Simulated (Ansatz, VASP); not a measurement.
MgS in VASP and in Ansatz

The input INCAR:

```
PREC = Accurate
ENCUT = 840
EDIFF = 1E-7
ISMEAR = 0
SIGMA = 0.1
LREAL = False
LASPH = True
NELM = 120
ALGO = Normal
ISIF = 3
LWAVE = False
LCHARG = False
GGA = PE
IBRION = 2
NSW = 90
EDIFFG = -0.04
GGA_COMPAT = False
NELMIN = 4
```

Contents of KPOINTS:

```
Automatic mesh
0
Gamma
  6 6 4
```

The input POSCAR:

```
MgS
1.0
    2.9532969200      0.0000000000      0.0000000000
   -1.4766484600      2.5576301600      0.0000000000
    0.0000000000      0.0000000000      6.0854177400
Mg S
1 1
Direct
    0.0000000000      0.0000000000      0.0000000000
    0.0000000000      0.0000000000      0.5000000000
```

Input for Ansatz:

```yaml
crystal:
  lattice:
    - [2.95329692, 0.0, 0.0]
    - [-1.47664846, 2.55763016, 0.0]
    - [0.0, 0.0, 6.08541774]
  atoms:
    - { symbol: Mg, position: [0.0, 0.0, 0.0] }
    - { symbol: S, position: [0.0, 0.0, 0.5] }
basis:
  ecutwfc: 420
kpoints:
  mp_grid: { grid: [6, 6, 4] }
hamiltonian:
  xc: pbe
scf:
  occupations: { method: gaussian, width: 0.1 }
  lower_state_search: "off"
output:
  forces: true
  stress: true
  eigenvalues: true
relax:
  adjacent_minimum: "off"
  f_tol: 0.04
  max_steps: 70
  cell: { stress_tol: 0.4 }
```

Alike in both runs: task relaxation of cell and atoms; functional PBE; k mesh 6 × 6 × 4; occupations gaussian, width 0.1 eV; no spin polarisation.

```csv
,VASP,Ansatz
version,VASP 6.6.1,Ansatz 0.2.0
potentials or method,"VASP PAW PBE potentials, release 64 (Mg_sv, S), cutoff 840 eV","scalar-relativistic, plane waves, PAW"
valence electrons in the cell,16,16
```

```tsv
	VASP	Ansatz	Ansatz less VASP
relaxed volume (Å³/atom)	32.04	60.61	+28.572
relaxed length of the cell vector where the two differ most in proportion (Å)	4.084	5.609	+1.5250
```

One of these differences is far larger than is usual between the two programs; its cause wasn't traced.

The k mesh is coarse, so the values compare programs but aren't converged. Noted on VASP's run: the volume moved by over 15 % at a fixed basis, so the end points are rough.
